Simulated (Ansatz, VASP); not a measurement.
# Ag in VASP and in Ansatz

Contents of INCAR:

```
SYSTEM = Ag
ALGO     = Normal         ! electronic algorithm
EDIFF    = 1E-6           ! SCF threshold, eV
ENCUT    = 520            ! plane-wave cutoff, eV
GGA      = PS             ! functional
ISIF     = 2              ! what is computed and relaxed
ISMEAR   = -1             ! smearing method
LASPH    = .True.         ! aspherical terms in the spheres
LCHARG   = .False.        ! write CHGCAR
LREAL    = .False.        ! projectors in reciprocal space
LWAVE    = .False.        ! write WAVECAR
NBANDS   = 18             ! bands
NELM     = 60             ! most SCF steps
PREC     = Accurate       ! precision mode
SIGMA    = 0.05           ! smearing width, eV
```

Contents of KPOINTS:

```
k-points
0
Gamma
  15 15 8
  0 0 0
```

The input POSCAR:

```
Ag
1.0
    2.2720945871      0.0000000000      0.0000000000
   -1.1360472936      1.9676916323      0.0000000000
    0.0000000000      0.0000000000      3.7287370842
Ag
2
Direct
    0.3333333333      0.6666666667      0.2500000000
    0.6666666667      0.3333333333      0.7500000000
```

Input for Ansatz:

```yaml
crystal:
  lattice:
    - [2.2720945871, 0.0, 0.0]
    - [-1.1360472936, 1.9676916323, 0.0]
    - [0.0, 0.0, 3.7287370842]
  atoms:
    - { symbol: Ag, position: [0.3333333333, 0.6666666667, 0.25] }
    - { symbol: Ag, position: [0.6666666667, 0.3333333333, 0.75] }
kpoints:
  mp_grid: { grid: [15, 15, 8] }
scf:
  occupations: { method: fermi_dirac, width: 0.05 }
hamiltonian:
  xc: pbesol
  pseudopotentials: { kind: all_electron, lapw: { basis_error: 0.001 } }
output:
  forces: true
  stress: true
  eigenvalues: true
  populations: true
```

Change from the starting cell: volume scaled by 0.5, LAPW.

Alike in both runs: task single point; functional PBEsol; k mesh 15 × 15 × 8; occupations fermi-dirac, width 0.05 eV; no spin polarisation.

|  | VASP | Ansatz |
| --- | --- | --- |
| version | VASP 6.6.1 | Ansatz 0.2.0 |
| potentials or method | VASP PAW PBE potentials, release 64 (Ag), cutoff 520 eV | all-electron LAPW, scalar-relativistic |

Ansatz gave:

| Quantity | Value |
| --- | --- |
| pressure (GPa) | 543.9 |
| traceless stress, the component that is largest in VASP (GPa) | 0.04 |

Q: Estimate VASP's values.

A: Pressure (GPa): 545.5; traceless stress, the component that is largest in VASP (GPa): 0.41.

VASP's potentials were made for PBE, not for PBEsol. Both programs put the cell under a high pressure, so it lies far from rest at this level. Ansatz ran all-electron here, and VASP with PAW potentials.

Noted on VASP's run: the cell as given lies far from equilibrium.
